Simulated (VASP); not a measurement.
A run of VASP 6.6.1 is set up as follows.

Contents of INCAR:

```
SYSTEM = Sc2SbP3
  ALGO = Normal
  EDIFF = 1E-6
  ENCUT = 520
  GGA = PE
  ISIF = 2
  ISMEAR = 0
  LASPH = .TRUE.
  LCHARG = .FALSE.
  LREAL = .FALSE.
  LWAVE = .FALSE.
  NBANDS = 30
  NELM = 60
  PREC = Accurate
  SIGMA = 0.1
```

KPOINTS

```
k-points
0
G
  6 6 6
  0 0 0
```

POSCAR

```
Sc2SbP3
1.0
    2.8496572100      1.6452503600      4.6944419100
   -2.8496572100      1.6452503600      4.6944419100
    0.0000000000     -3.2905007200      4.6944419100
Sc Sb P
2 1 3
Direct
    0.3777274200      0.3777274200      0.3777274200
    0.6222725800      0.6222725800      0.6222725800
    0.0000000000      0.0000000000      0.0000000000
    0.0000000000      0.5000000000      0.0000000000
    0.0000000000      0.0000000000      0.5000000000
    0.5000000000      0.0000000000      0.0000000000
```

Potentials or basis: VASP PAW PBE potentials, release 64 (Sc_sv, Sb, P).

Command:

```console
$ cat potpaw_PBE.64/Sc_sv/POTCAR potpaw_PBE.64/Sb/POTCAR potpaw_PBE.64/P/POTCAR > POTCAR
$ mpirun -np 1 vasp_std > vasp.out
```

Task: Estimate the band gap on the k mesh.

Result: Zero (bands 21 and 22 overlap by 1.54 eV).

Task: What does it give for the largest force?

Result: 0.139 eV/Å.

Forces in eV/Å, atoms in the order of the input:
```
Sc   0.000  0.000  0.139
Sc   0.000  0.000 -0.139
Sb   0.000  0.000  0.000
P    0.000  0.000  0.000
P    0.000  0.000  0.000
P    0.000  0.000  0.000
```

Caveat: the cell stands under tension; spin-orbit coupling is left out, which moves the levels of the heavy elements.
